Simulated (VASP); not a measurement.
# Ge (Fd-3m) in VASP: further runs

Ge is run at these levels: PBE; tasks: relaxation of the atoms.

Program: VASP 6.6.1. These are calculated values, not measurements. Logs are shortened: lines on timing, memory, paths and dates and some standing lists are left out, and cuts for length are marked.

## (1) The cell of the first run

It takes space group Fd-3m (No. 227, cubic). The conventional cell has a = 5.619 Å, b = 5.619 Å, c = 5.619 Å, α = 90.00°, β = 90.00°, γ = 90.00°. Within 3.2 Å of Ge (site symmetry -43m) lie 4 Ge at 2.43 Å.

## (2) Relaxation of the atoms, PBE (22.18 Å³/atom)

Input file INCAR:

```
ALGO = Normal ; EDIFF = 1E-7
EDIFFG = -0.02 ; ENCUT = 520
GGA = PE ; IBRION = 2
ISIF = 2 ; ISMEAR = -1
LASPH = T ; LCHARG = F
LREAL = F ; LWAVE = F
NELM = 100 ; NSW = 80
PREC = Accurate ; SIGMA = 0.05
```

Input file KPOINTS:

```
k-points
0
Gamma
  14 14 14
```

Input file POSCAR:

```
Ge
1.0
    0.0000000000      2.8096900320      2.8096900320
    2.8096900320      0.0000000000      2.8096900320
    2.8096900320      2.8096900320      0.0000000000
Ge
2
Direct
    0.0000000000      0.0000000000      0.0000000000
    0.2500000000      0.2500000000      0.2500000000
```

Potentials or basis: VASP PAW PBE potentials, release 64 (Ge_d).

Run with:

```sh
$ cat potpaw_PBE.64/Ge_d/POTCAR > POTCAR
$ mpirun -np 1 vasp_std > vasp.out
```

OUTCAR:

```text
EDIFF = 1E-7
   EDIFFG = -0.02
   ENCUT = 520
   GGA = PE
   IBRION = 2
   ISIF = 2
   ISMEAR = -1
   LASPH = T
   LREAL = F
   NELM = 100
   NSW = 80
   PREC = Accurate

 ion  position               nearest neighbor table
   1  0.000  0.000  0.000-   2 2.43   2 2.43   2 2.43   2 2.43
   2  0.250  0.250  0.250-   1 2.43   1 2.43   1 2.43   1 2.43

  LATTYP: Found a face centered cubic cell.
 ALAT       =     5.6193800640

  Lattice vectors:

 A1 = (   0.0000000000,   2.8096900320,   2.8096900320)
 A2 = (   2.8096900320,   0.0000000000,   2.8096900320)
 A3 = (   2.8096900320,   2.8096900320,   0.0000000000)

Analysis of symmetry for initial positions (statically):
=====================================================================
 Subroutine PRICEL returns:
 Original cell was already a primitive cell.

 Routine SETGRP: Setting up the symmetry group for a
 face centered cubic supercell.

 Subroutine GETGRP returns: Found 48 space group operations
 (whereof 24 operations were pure point group operations)
 out of a pool of 48 trial point group operations.

The static configuration has the point symmetry T_d .
 The point group associated with its full space group is O_h .

Analysis of symmetry for dynamics (positions and initial velocities):
=====================================================================
 Subroutine PRICEL returns:
 Original cell was already a primitive cell.

 Routine SETGRP: Setting up the symmetry group for a
 face centered cubic supercell.

 Subroutine GETGRP returns: Found 48 space group operations
 (whereof 24 operations were pure point group operations)
 out of a pool of 48 trial point group operations.

The dynamic configuration has the point symmetry T_d .
 The point group associated with its full space group is O_h .

 Subroutine INISYM returns: Found 48 space group operations
 (whereof 24 operations are pure point group operations),
 and found     1 'primitive' translations

----------------------------------------------------------------------------------------

                                     Primitive cell

  volume of cell :      44.3614

  direct lattice vectors                    reciprocal lattice vectors
     0.000000000  2.809690032  2.809690032    -0.177955573  0.177955573  0.177955573
     2.809690032  0.000000000  2.809690032     0.177955573 -0.177955573  0.177955573
     2.809690032  2.809690032  0.000000000     0.177955573  0.177955573 -0.177955573

  length of vectors
     3.973501749  3.973501749  3.973501749     0.308228094  0.308228094  0.308228094

  position of ions in fractional coordinates (direct lattice)
     0.000000000  0.000000000  0.000000000
     0.250000000  0.250000000  0.250000000

  ion indices of the primitive-cell ions
   primitive index   ion index
                 1           1
                 2           2

----------------------------------------------------------------------------------------

 KPOINTS: k-points

Automatic generation of k-mesh.
 Grid dimensions read from file:
 generate k-points for:   14   14   14

 Generating k-lattice:

  Cartesian coordinates                     Fractional coordinates (reciprocal lattice)
    -0.012711112  0.012711112  0.012711112     0.071428571  0.000000000  0.000000000
     0.012711112 -0.012711112  0.012711112     0.000000000  0.071428571  0.000000000
     0.012711112  0.012711112 -0.012711112     0.000000000  0.000000000  0.071428571

  Length of vectors
     0.022016292  0.022016292  0.022016292

  Shift w.r.t. Gamma in fractional coordinates (k-lattice)
     0.000000000  0.000000000  0.000000000

 Subroutine IBZKPT returns following result:
 ===========================================

 Found    104 irreducible k-points:

 Following reciprocal coordinates:
            Coordinates               Weight
  0.000000  0.000000  0.000000      1.000000
  0.071429  0.000000  0.000000      8.000000
  0.142857  0.000000  0.000000      8.000000
  0.214286  0.000000  0.000000      8.000000
  0.285714  0.000000  0.000000      8.000000
  0.357143  0.000000  0.000000      8.000000
[... 16 lines left out ...]
  0.214286  0.142857  0.000000     24.000000
  0.285714  0.142857  0.000000     24.000000
 [... further k-points ...]
   k-points           NKPTS =    104   k-points in BZ     NKDIM =    104   number of bands    NBANDS=     18
   number of dos      NEDOS =    301   number of ions     NIONS =      2
   total plane-waves  NPLWV =  27000
   dimension x,y,z NGX =    30 NGY =   30 NGZ =   30
   dimension x,y,z NGXF=    60 NGYF=   60 NGZF=   60
   ions per type =               2
   NGX,Y,Z   is equivalent  to a cutoff of  12.55, 12.55, 12.55 a.u.
   NGXF,Y,Z  is equivalent  to a cutoff of  25.10, 25.10, 25.10 a.u.
 SYSTEM =  unknown system
   PREC   = accura    normal or accurate (medium, high low for compatibility)
   ISTART =      0    job   : 0-new  1-cont  2-samecut
   ICHARG =      2    charge: 1-file 2-atom 10-const
   ISPIN  =      1    spin polarized calculation?
   LNONCOLLINEAR =      F non collinear calculations
   LSORBIT =      F    spin-orbit coupling
   LASPH  =      T    aspherical Exc in radial PAW
   ENCUT  =  520.0 eV  38.22 Ry    6.18 a.u.   7.39  7.39  7.39*2*pi/ulx,y,z
   NELM   =    100;   NELMIN=  2; NELMDL= -5     # of ELM steps
   EDIFF  = 0.1E-06   stopping-criterion for ELM
   LREAL  =      F    real-space projection
   EDIFFG = -.2E-01   stopping-criterion for IOM
   NSW    =     80    number of steps for IOM
   IBRION =      2    ionic relax: 0-MD 1-quasi-New 2-CG
   NFREE  =      1    steps in history (QN), initial steepest desc. (CG)
   ISIF   =      2    stress and relaxation
   ISYM   =      2    0-nonsym 1-usesym 2-fastsym
   POTIM  = 0.5000    time-step for ionic-motion
   TEBEG  =    0.0;   TEEND  =   0.0 temperature during run
   PSTRESS=    0.0 pullay stress
   NELECT =      28.0000    total number of electrons
   NUPDOWN=      -1.0000    fix difference up-down
   EMIN   =  10.00;   EMAX   =-10.00  energy-range for DOS
   EFERMI =   0.00;   METHOD = LEGACY
   ISMEAR =    -1;   SIGMA  =   0.05  broadening in eV -4-tet -1-fermi 0-gaus
   EFERMI_NEDOS =   21; number of points for ismear=-14 and -15
   IALGO  =     38    algorithm
   IMIX   =      4    mixing-type and parameters
     AMIX     =   0.40;   BMIX     =  1.00
     AMIX_MAG =   1.60;   BMIX_MAG =  1.00
  volume/ion in A,a.u.               =      22.18       149.68
  Fermi-wavevector in a.u.,A,eV,Ry     =   1.404297  2.653737 26.831386  1.972051
  Thomas-Fermi vector in A             =   2.526873
   LORBIT       =      0    0 simple, 1 ext, 2 COOP (PROOUT), +10 PAW based schemes
   GGA     = PE    functional components
   LHFCALC =     F    Hartree Fock is set to
   AEXX    =    0.0000 exact exchange contribution
   IVDW    =     0    specifies the selected vdW correction
   LEPSILON=     F    determine dielectric tensor
   LRPA    =     F    only Hartree local field effects (RPA)
 conjugate gradient relaxation of ions
 non-spin polarized calculation
  energy-cutoff  :      520.00
  volume of cell :       44.36
 maximum number of plane-waves:      1243
 NGX is ok and might be reduce to    30
   NGX = 15   NGY = 15   NGZ = 15

 number of electron      28.0000033 magnetization

 Free energy of the ion-electron system (eV)
  ---------------------------------------------------
  ext. energy  EPLUGINS =         0.00000000
  ---------------------------------------------------
  free energy    TOTEN  =        -8.98439720 eV

  energy without entropy =       -8.98422395  energy(sigma->0) =       -8.98431058

 E-fermi :   5.3030     XC(G=0): -10.0226

 val. band max:        5.1935040526   @ k =   0.0000   0.0000   0.0000
 cond. band min:       5.4166372709   @ k =   0.0000   0.0000   0.0000
 fundamental gap:      0.2231332183
 Fermi energy:         5.3030104639

 k-point     1 :       0.0000    0.0000    0.0000
  band No.  band energies     occupation
      1     -19.6519      2.00000
      2     -19.6519      2.00000
      3     -19.6519      2.00000
      4     -19.6141      2.00000
      5     -19.6141      2.00000
      6     -19.3922      2.00000
[... 10 lines left out ...]
     17       7.7566      0.00000
     18       7.7566      0.00000

 k-point     2 :       0.0714    0.0000    0.0000
  band No.  band energies     occupation
      1     -19.6554      2.00000
      2     -19.6554      2.00000
      3     -19.6510      2.00000
      4     -19.6093      2.00000
      5     -19.6093      2.00000
      6     -19.3975      2.00000
[... 10 lines left out ...]
     17       7.9292      0.00000
     18       8.0551      0.00000

 k-point     3 :       0.1429    0.0000    0.0000
  band No.  band energies     occupation
      1     -19.6622      2.00000
      2     -19.6622      2.00000
      3     -19.6485      2.00000
      4     -19.5992      2.00000
      5     -19.5992      2.00000
      6     -19.4066      2.00000
[... 10 lines left out ...]
     17       8.3228      0.00000
     18       9.0407      0.00000

 k-point     4 :       0.2143    0.0000    0.0000
  band No.  band energies     occupation
      1     -19.6685      2.00000
      2     -19.6685      2.00000
      3     -19.6449      2.00000
      4     -19.5885      2.00000
      5     -19.5885      2.00000
      6     -19.4150      2.00000
[... 375 lines left out ...]
      4     -19.6017      2.00000
      5     -19.5829      2.00000
      6     -19.4354      2.00000
[... 10 lines left out ...]
     17       9.2645      0.00000
     18       9.2645      0.00000

 k-point    23 :       0.2143    0.1429    0.0000
  band No.  band energies     occupation
      1     -19.6694      2.00000
      2     -19.6640      2.00000
      3     -19.6545      2.00000
      4     -19.5937      2.00000
      5     -19.5702      2.00000
      6     -19.4492      2.00000
[... 10 lines left out ...]
     17       9.8036      0.00000
     18       9.9040      0.00000

 k-point    24 :       0.2857    0.1429    0.0000
  band No.  band energies     occupation
      1     -19.6781      2.00000
      2     -19.6691      2.00000
      3     -19.6461      2.00000
      4     -19.5839      2.00000
      5     -19.5589      2.00000
      6     -19.4597      2.00000
[... 10 lines left out ...]
     17      10.1549      0.00000
     18      10.1681      0.00000

 [... further k-points ...]

------------------------ aborting loop because EDIFF is reached ----------------------------------------

  FORCE on cell =-STRESS in cart. coord.  units (eV):
  Direction    XX          YY          ZZ          XY          YZ          ZX
  --------------------------------------------------------------------------------------
  -------------------------------------------------------------------------------------
  Total        1.4340007      1.4340007      1.4340007      0.0000000      0.0000000     -0.0000000
  in kB       51.7910510     51.7910510     51.7910510      0.0000000      0.0000000     -0.0000000
  external PRESSURE =      51.7910510 kB  Pullay stress =       0.0000000 kB

 VOLUME and BASIS-vectors are now :
 -----------------------------------------------------------------------------
  energy-cutoff  :      520.00
  volume of cell :       44.36
      direct lattice vectors                 reciprocal lattice vectors
     0.000000000  2.809690032  2.809690032    -0.177955573  0.177955573  0.177955573
     2.809690032  0.000000000  2.809690032     0.177955573 -0.177955573  0.177955573
     2.809690032  2.809690032  0.000000000     0.177955573  0.177955573 -0.177955573

 POSITION                                       TOTAL-FORCE (eV/Angst)
 -----------------------------------------------------------------------------------
      0.00000      0.00000      0.00000         0.000000      0.000000     -0.000000
      1.40485      1.40485      1.40485        -0.000000     -0.000000      0.000000
 -----------------------------------------------------------------------------------
    total drift:                                0.000000      0.000000      0.000000

  FREE ENERGIE OF THE ION-ELECTRON SYSTEM (eV)
  ---------------------------------------------------
  free  energy   TOTEN  =        -8.9843971997 eV

  energy  without entropy=       -8.9842239517  energy(sigma->0) =       -8.98431058

 reached required accuracy - stopping structural energy minimisation
```

It took 75 s on 1 thread of Intel Xeon Platinum 8259CL at 2.50GHz (Skylake/Cascade Lake), shared host; peak memory 0.21 GiB.

What came out:

```yaml
Free_energy: -8.9844 eV
Pressure_after_relaxing: 5.2 GPa
Band_gap_on_the_k_mesh: 0.22 eV
```

Final structure:
```
Ge
1.0
     0.00000    2.80969    2.80969
     2.80969    0.00000    2.80969
     2.80969    2.80969    0.00000
Ge
2
Direct
  0.00000 0.00000 0.00000
  0.25000 0.25000 0.25000
```

Caveat: the relaxation stopped at its first step, so nothing moved. A k mesh can miss the band edges.

## (3) Relaxation of the atoms, PBE

This run uses another cell than the first one, of 22.63 Å³/atom.

Input file INCAR:

```
SYSTEM = Ge
ALGO = Normal ; EDIFF = 1E-7
EDIFFG = -0.02 ; ENCUT = 520
GGA = PE ; IBRION = 2
ISIF = 2 ; ISMEAR = -1
LASPH = .True. ; LCHARG = .False.
LREAL = .False. ; LWAVE = .False.
NELM = 80 ; NSW = 80
PREC = Accurate ; SIGMA = 0.05
```

Input file KPOINTS:

```
k-points
0
Gamma
  14 14 14
  0 0 0
```

Input file POSCAR:

```
Ge
1.0
    0.0000000000      2.8286750000      2.8286750000
    2.8286750000      0.0000000000      2.8286750000
    2.8286750000      2.8286750000      0.0000000000
Ge
2
Direct
    0.0000000000      0.0000000000      0.0000000000
    0.2500000000      0.2500000000      0.2500000000
```

Potentials or basis: VASP PAW PBE potentials, release 64 (Ge_d).

Run with:

```sh
$ cat potpaw_PBE.64/Ge_d/POTCAR > POTCAR
$ mpirun -np 1 vasp_std > vasp.out
```

OUTCAR:

```text
SYSTEM = Ge
   EDIFF = 1E-7
   EDIFFG = -0.02
   ENCUT = 520
   GGA = PE
   IBRION = 2
   ISIF = 2
   ISMEAR = -1
   LASPH = .True.
   LREAL = .False.
   NELM = 80
   NSW = 80
   PREC = Accurate

 ion  position               nearest neighbor table
   1  0.000  0.000  0.000-   2 2.45   2 2.45   2 2.45   2 2.45
   2  0.250  0.250  0.250-   1 2.45   1 2.45   1 2.45   1 2.45

  LATTYP: Found a face centered cubic cell.
 ALAT       =     5.6573500000

  Lattice vectors:

 A1 = (   0.0000000000,   2.8286750000,   2.8286750000)
 A2 = (   2.8286750000,   0.0000000000,   2.8286750000)
 A3 = (   2.8286750000,   2.8286750000,   0.0000000000)

Analysis of symmetry for initial positions (statically):
=====================================================================
 Subroutine PRICEL returns:
 Original cell was already a primitive cell.

 Routine SETGRP: Setting up the symmetry group for a
 face centered cubic supercell.

 Subroutine GETGRP returns: Found 48 space group operations
 (whereof 24 operations were pure point group operations)
 out of a pool of 48 trial point group operations.
[... 163 lines left out ...]

  energy without entropy =       -9.00920657  energy(sigma->0) =       -9.00935123

 E-fermi :   5.0591     XC(G=0):  -9.9263

 val. band max:        5.0308470756   @ k =   0.0000   0.0000   0.0000
 cond. band min:       5.1796152790   @ k =   0.5000   0.0000   0.0000
 fundamental gap:      0.1487682034
 Fermi energy:         5.0591286403

 k-point     1 :       0.0000    0.0000    0.0000
  band No.  band energies     occupation
      1     -19.8212      2.00000
      2     -19.8212      2.00000
      3     -19.8212      2.00000
      4     -19.7850      2.00000
      5     -19.7850      2.00000
      6     -19.5743      2.00000
[... 481 lines left out ...]
      5     -19.7329      2.00000
      6     -19.6385      2.00000
[... 10 lines left out ...]
     17       9.8997      0.00000
     18       9.9405      0.00000

 [... further k-points ...]

------------------------ aborting loop because EDIFF is reached ----------------------------------------

  FORCE on cell =-STRESS in cart. coord.  units (eV):
  Direction    XX          YY          ZZ          XY          YZ          ZX
  --------------------------------------------------------------------------------------
  -------------------------------------------------------------------------------------
  Total        1.0065141      1.0065141      1.0065141      0.0000000      0.0000000      0.0000000
  in kB       35.6247052     35.6247052     35.6247052      0.0000000      0.0000000      0.0000000
  external PRESSURE =      35.6247052 kB  Pullay stress =       0.0000000 kB

 VOLUME and BASIS-vectors are now :
 -----------------------------------------------------------------------------
  energy-cutoff  :      520.00
  volume of cell :       45.27
      direct lattice vectors                 reciprocal lattice vectors
     0.000000000  2.828675000  2.828675000    -0.176761204  0.176761204  0.176761204
     2.828675000  0.000000000  2.828675000     0.176761204 -0.176761204  0.176761204
     2.828675000  2.828675000  0.000000000     0.176761204  0.176761204 -0.176761204

 POSITION                                       TOTAL-FORCE (eV/Angst)
 -----------------------------------------------------------------------------------
      0.00000      0.00000      0.00000         0.000000      0.000000      0.000000
      1.41434      1.41434      1.41434        -0.000000     -0.000000     -0.000000
 -----------------------------------------------------------------------------------
    total drift:                                0.000000     -0.000000      0.000000

  FREE ENERGIE OF THE ION-ELECTRON SYSTEM (eV)
  ---------------------------------------------------
  free  energy   TOTEN  =        -9.0094958958 eV

  energy  without entropy=       -9.0092065702  energy(sigma->0) =       -9.00935123

 reached required accuracy - stopping structural energy minimisation
```

CONTCAR:

```text
Ge
   1.00000000000000
     0.0000000000000000    2.8286750000000001    2.8286750000000001
     2.8286750000000001    0.0000000000000000    2.8286750000000001
     2.8286750000000001    2.8286750000000001    0.0000000000000000
  Ge
     2
Direct
     0.0000000000000000    0.0000000000000000    0.0000000000000000
     0.2500000000000000    0.2500000000000000    0.2500000000000000

  0.00000000E+00  0.00000000E+00  0.00000000E+00
  0.00000000E+00  0.00000000E+00  0.00000000E+00
```

It took 1.9 min on 1 thread of Intel Xeon 8259CL, shared host; peak memory 0.21 GiB.

Results:

```yaml
Free_energy: -9.0095 eV
Pressure_after_relaxing: 3.6 GPa
```

Final structure:
```xyz
2
Lattice="0.0000 2.8287 2.8287 2.8287 0.0000 2.8287 2.8287 2.8287 0.0000" Properties=species:S:1:pos:R:3 pbc="T T T"
Ge    0.0000    0.0000    0.0000
Ge    1.4143    1.4143    1.4143
```

Caveat: the relaxation stopped at its first step, so nothing moved.
